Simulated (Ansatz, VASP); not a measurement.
As: VASP beside Ansatz

```xyz
2
Lattice="1.8808 1.0859 3.5141 -1.8808 1.0859 3.5141 0.0000 -2.1718 3.5141" Properties=species:S:1:pos:R:3 pbc="T T T"
As    0.0000    0.0000    2.3825
As    0.0000    0.0000    8.1597
```

Alike in both runs: functional r2SCAN; k mesh 7 × 7 × 7; occupations fermi-dirac, width 0.05 eV; no spin polarisation.

```csv
,VASP,Ansatz
version,VASP 6.6.1,Ansatz 0.2.0
potentials or method,"VASP PAW PBE potentials, release 64 (As)",Ansatz PAW
plane-wave cutoff (eV),520,500
valence electrons in the cell,10,30
task,single point,band structure
```

|  | VASP | Ansatz | Ansatz less VASP |
| --- | --- | --- | --- |
| pressure (GPa) | 1.9 | 1.8 | -0.09 |
| traceless stress, the component that is largest in VASP (GPa) | 0.12 | 0.16 | +0.041 |
| rms of the force components (eV/Å) | 0.088 | 0.064 | -0.0242 |

VASP's potentials were made for PBE, not for r2SCAN. Atom by atom the forces differ by 0.024 eV/Å (rms over components). VASP's potentials hold 10 valence electrons a cell and Ansatz's 30, so a difference there can come from the potentials and not from the codes.
